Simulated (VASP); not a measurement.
**MoSe: single point with r2SCAN+U**

MoSe:

```
CELL_PARAMETERS angstrom
0.00000 2.95830 2.95830
2.95830 0.00000 2.95830
2.95830 2.95830 0.00000
ATOMIC_POSITIONS crystal
Mo 0.00000 0.00000 0.00000
Se 0.25000 0.25000 0.25000
```

```json
{
 "Program": "VASP 6.6.1",
 "Task": "single point",
 "Functional": "r2SCAN",
 "Potentials or basis": "VASP PAW PBE potentials, release 64 (Mo_sv, Se)",
 "Cutoff": "520 eV",
 "k mesh": "12 × 12 × 12",
 "Occupations": "gaussian, width 0.1 eV",
 "Spin": "no spin polarisation",
 "Hubbard terms": "Mo d U = 4.38 eV",
 "Dipole correction": "no",
 "Further INCAR settings": "ALGO = Normal; EDIFF = 1e-06; NBANDS = 17"
}
```

```
Pressure               : 2.0 GPa
Band gap on the k mesh : 0.23 eV
```

Levels at points of the mesh, in eV from the valence-band top:
```tsv
k point	band 8	band 9	band 10	band 11	band 12	band 13
(0.00, 0.00, 0.00)	-3.49	-1.04	-1.04	1.73	5.33	5.33
(0.50, 0.00, 0.00)	-3.51	-0.39	-0.39	1.78	3.49	3.49
(0.50, 0.50, 0.00)	-2.99	-0.48	-0.23	0.23	2.59	2.59
```

Eigenvalues of the final occupation matrices:
```csv
site,spin,trace,eigenvalues
site 1 d,1,2.01,0.15 0.15 0.15 0.78 0.78
site 1 d,2,2.01,0.15 0.15 0.15 0.78 0.78
```

Run time: 70 s on 1 thread of Intel(R) Xeon(R) 6975P-C (Granite Rapids), on a shared host, peak memory 0.22 GiB.

Caveat: the PAW data sets were made with another functional, which shifts forces and pressure a little. A k mesh can miss the band edges.
